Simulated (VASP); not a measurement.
# AlN (AlN (P6_3mc)) in VASP: single point with PBE

Aim: the single point of AlN (AlN (P6_3mc)) with PBE.

All numbers are computed with VASP 6.6.1; they aren't measurements. Logs are shortened: lines on timing, memory, paths and dates and some standing lists are left out, and cuts for length are marked.

## 1. The cell of the first run

The typed cell holds 16 atoms: a = 6.260 Å, b = 6.260 Å, c = 5.017 Å, α = 90.00°, β = 90.00°, γ = 120.00°.

## 2. Single point, PBE

The input, INCAR:

```
SYSTEM = AlN
PREC = Accurate ; ENCUT = 520
EDIFF = 1E-7 ; ISMEAR = 0
SIGMA = 0.01 ; LREAL = Auto
LASPH = .TRUE. ; NELM = 60
ALGO = Normal ; ISIF = 2
LWAVE = .FALSE. ; LCHARG = .FALSE.
GGA = PE ; NBANDS = 46
```

The input, KPOINTS:

```
Automatic mesh
0
Gamma
  1 1 2
  0.25 0.25 0.25
```

The input, POSCAR:

```
AlN
1.0
    6.2595139086      0.0000000608      0.0000000000
   -3.1297570086      5.4208980308      0.0000000000
    0.0000000000      0.0000000000      5.0174032950
Al N
8 8
Direct
    0.3335524029      0.1664661886      0.5000247806
    0.3335524029      0.6664661886      0.5000247806
    0.8335524029      0.1664661886      0.5000247806
    0.8335524029      0.6664661886      0.5000247806
    0.1664661886      0.3335524029      0.0000247806
    0.1664661886      0.8335524029      0.0000247806
    0.6664661886      0.3335524029      0.0000247806
    0.6664661886      0.8335524029      0.0000247806
    0.3319615438      0.1680198647      0.8799752194
    0.1680198647      0.3319615438      0.3799752194
    0.3319615438      0.6680198647      0.8799752194
    0.1680198647      0.8319615438      0.3799752194
    0.8319615438      0.1680198647      0.8799752194
    0.6680198647      0.3319615438      0.3799752194
    0.8319615438      0.6680198647      0.8799752194
    0.6680198647      0.8319615438      0.3799752194
```

Potentials or basis: VASP PAW PBE potentials, release 64 (Al, N).

The run is started by

```console
$ cat potpaw_PBE.64/Al/POTCAR potpaw_PBE.64/N/POTCAR > POTCAR
$ mpirun -np 1 vasp_std > vasp.out
```

OUTCAR:

```text
SYSTEM = AlN
   PREC = Accurate
   ENCUT = 520
   EDIFF = 1E-7
   ISMEAR = 0
   LREAL = Auto
   LASPH = .TRUE.
   NELM = 60
   ISIF = 2
   GGA = PE

 ion  position               nearest neighbor table
   1  0.334  0.166  0.500-  10 1.89   9 1.91  14 1.91  12 1.91   7 3.09   7 3.09   6 3.09   6 3.09
                             5 3.09   5 3.09   3 3.13   3 3.13   4 3.13   4 3.13   2 3.13   2 3.13
   2  0.334  0.666  0.500-  12 1.89  11 1.91  16 1.91  10 1.91   8 3.09   8 3.09   5 3.09   5 3.09
                             6 3.09   6 3.09   4 3.13   4 3.13   3 3.13   3 3.13   1 3.13   1 3.13
   3  0.834  0.166  0.500-  14 1.89  13 1.91  10 1.91  16 1.91   5 3.09   5 3.09   8 3.09   8 3.09
                             7 3.09   7 3.09   1 3.13   1 3.13   2 3.13   2 3.13   4 3.13   4 3.13
   4  0.834  0.666  0.500-  16 1.89  15 1.91  12 1.91  14 1.91   6 3.09   6 3.09   7 3.09   7 3.09
                             8 3.09   8 3.09   2 3.13   2 3.13   1 3.13   1 3.13   3 3.13   3 3.13
   5  0.166  0.334  0.000-   9 1.89  10 1.91  11 1.91  13 1.91   3 3.09   3 3.09   2 3.09   2 3.09
                             1 3.09   1 3.09   7 3.13   7 3.13   8 3.13   8 3.13   6 3.13   6 3.13
   6  0.166  0.834  0.000-  11 1.89  12 1.91   9 1.91  15 1.91   4 3.09   4 3.09   1 3.09   1 3.09
                             2 3.09   2 3.09   8 3.13   8 3.13   7 3.13   7 3.13   5 3.13   5 3.13
   7  0.666  0.334  0.000-  13 1.89  14 1.91  15 1.91   9 1.91   1 3.09   1 3.09   4 3.09   4 3.09
                             3 3.09   3 3.09   5 3.13   5 3.13   6 3.13   6 3.13   8 3.13   8 3.13
   8  0.666  0.834  0.000-  15 1.89  16 1.91  13 1.91  11 1.91   2 3.09   2 3.09   3 3.09   3 3.09
                             4 3.09   4 3.09   6 3.13   6 3.13   5 3.13   5 3.13   7 3.13   7 3.13
   9  0.332  0.168  0.880-   5 1.89   1 1.91   6 1.91   7 1.91
[... 14 lines left out ...]
 A1 = (   6.2595139086,   0.0000000608,   0.0000000000)
 A2 = (  -3.1297570086,   5.4208980308,   0.0000000000)
 A3 = (   0.0000000000,   0.0000000000,   5.0174032950)

Analysis of symmetry for initial positions (statically):
=====================================================================
 Subroutine PRICEL returns following result:

  LATTYP: Found a hexagonal cell.
 ALAT       =     3.1297569543
 C/A-ratio  =     1.6031287312

  Lattice vectors:

 A1 = (   3.1297569543,   0.0000000304,   0.0000000000)
 A2 = (  -1.5648785043,   2.7104490154,   0.0000000000)
 A3 = (   0.0000000000,   0.0000000000,   5.0174032950)

   4 primitive cells build up your supercell.

 Routine SETGRP: Setting up the symmetry group for a
 hexagonal supercell.

 Subroutine GETGRP returns: Found  2 space group operations
 (whereof  1 operations were pure point group operations)
 out of a pool of 24 trial point group operations.

The static configuration has the point symmetry C_1 .
 The point group associated with its full space group is C_1h.

Analysis of symmetry for dynamics (positions and initial velocities):
=====================================================================
[... 126 lines left out ...]
   IALGO  =     38    algorithm
   IMIX   =      4    mixing-type and parameters
     AMIX     =   0.40;   BMIX     =  1.00
     AMIX_MAG =   1.60;   BMIX_MAG =  1.00
  volume/ion in A,a.u.               =      10.64        71.81
  Fermi-wavevector in a.u.,A,eV,Ry     =   1.181511  2.232733 18.993310  1.395969
  Thomas-Fermi vector in A             =   2.317783
   LORBIT       =      0    0 simple, 1 ext, 2 COOP (PROOUT), +10 PAW based schemes
   GGA     = PE    functional components
   LHFCALC =     F    Hartree Fock is set to
   AEXX    =    0.0000 exact exchange contribution
   IVDW    =     0    specifies the selected vdW correction
   LEPSILON=     F    determine dielectric tensor
   LRPA    =     F    only Hartree local field effects (RPA)
 non-spin polarized calculation
 Gauss-broadening in eV      SIGMA  =   0.01
  energy-cutoff  :      520.00
  volume of cell :      170.25
 maximum number of plane-waves:      4583
 NGX is ok and might be reduce to    48
   NGX = 23   NGY = 23   NGZ = 19

 number of electron      63.9999993 magnetization

 Free energy of the ion-electron system (eV)
  ---------------------------------------------------
  ext. energy  EPLUGINS =         0.00000000
  ---------------------------------------------------
  free energy    TOTEN  =      -120.65767435 eV

  energy without entropy =     -120.65767435  energy(sigma->0) =     -120.65767435

 E-fermi :   5.6691     XC(G=0): -10.8436

 val. band max:        5.5609747906   @ k =  -0.2500  -0.2500   0.1250
 cond. band min:      11.2965727445   @ k =  -0.2500   0.5000   0.1250
 fundamental gap:      5.7355979539
 Fermi energy:         5.6690506081

 k-point     1 :       0.2500    0.2500    0.1250
  band No.  band energies     occupation
      1      -8.5433      2.00000
      2      -7.9115      2.00000
      3      -7.9115      2.00000
      4      -6.8887      2.00000
      5      -6.8846      2.00000
      6      -6.6383      2.00000
[... 365 lines left out ...]
     43      14.7928      0.00000
     44      14.8580      0.00000
 [bands above 44 left out]

------------------------ aborting loop because EDIFF is reached ----------------------------------------

  FORCE on cell =-STRESS in cart. coord.  units (eV):
  Direction    XX          YY          ZZ          XY          YZ          ZX
  --------------------------------------------------------------------------------------
  -------------------------------------------------------------------------------------
  Total       -1.7639728     -2.8000206      2.6375730     -0.8972437     -0.0038586     -0.0022278
  in kB      -16.6001344    -26.3500197     24.8212818     -8.4436479     -0.0363124     -0.0209650
  external PRESSURE =      -6.0429574 kB  Pullay stress =       0.0000000 kB

 VOLUME and BASIS-vectors are now :
 -----------------------------------------------------------------------------
  energy-cutoff  :      520.00
  volume of cell :      170.25
      direct lattice vectors                 reciprocal lattice vectors
     6.259513909  0.000000061  0.000000000     0.159756813  0.092235641  0.000000000
    -3.129757009  5.420898031  0.000000000    -0.000000002  0.184471279  0.000000000
     0.000000000  0.000000000  5.017403295     0.000000000  0.000000000  0.199306283

 POSITION                                       TOTAL-FORCE (eV/Angst)
 -----------------------------------------------------------------------------------
      1.56688      0.90240      2.50883         0.116957     -0.069362      0.011645
      0.00200      3.61285      2.50883         0.116957     -0.069362      0.011645
      4.69663      0.90240      2.50883         0.116957     -0.069362      0.011645
      3.13176      3.61285      2.50883         0.116957     -0.069362      0.011645
     -0.00194      1.80815      0.00012        -0.118548      0.066606      0.011645
     -1.56682      4.51860      0.00012        -0.118548      0.066606      0.011645
[... 8 lines left out ...]
      3.11694      3.62127      4.41519         0.178978     -0.101496     -0.011645
      1.57764      4.50998      1.90649        -0.177387      0.104252     -0.011645
 -----------------------------------------------------------------------------------
    total drift:                               -0.000286     -0.000496      0.015608

  FREE ENERGIE OF THE ION-ELECTRON SYSTEM (eV)
  ---------------------------------------------------
  free  energy   TOTEN  =      -120.6576743453 eV

  energy  without entropy=     -120.6576743453  energy(sigma->0) =     -120.65767435
```

Wall time 1.9 min (1 thread of Intel Xeon Platinum 8488C (Sapphire Rapids), shared host); peak memory 0.3 GiB.

What came out:

| Property | Result |
| --- | --- |
| Free energy | -120.6577 eV |
| Pressure | -0.6 GPa |
| Largest force | 0.206 eV/Å |
| Band gap on the k mesh | 5.74 eV |

Forces in eV/Å, atoms in the order of the input:
```
Al   0.117 -0.069  0.012
Al   0.117 -0.069  0.012
Al   0.117 -0.069  0.012
Al   0.117 -0.069  0.012
Al  -0.119  0.067  0.012
Al  -0.119  0.067  0.012
Al  -0.119  0.067  0.012
Al  -0.119  0.067  0.012
N    0.179 -0.101 -0.012
N   -0.177  0.104 -0.012
N    0.179 -0.101 -0.012
N   -0.177  0.104 -0.012
N    0.179 -0.101 -0.012
N   -0.177  0.104 -0.012
N    0.179 -0.101 -0.012
N   -0.177  0.104 -0.012
```

Caveat: the k points lie up to 1.16 Å⁻¹ apart.
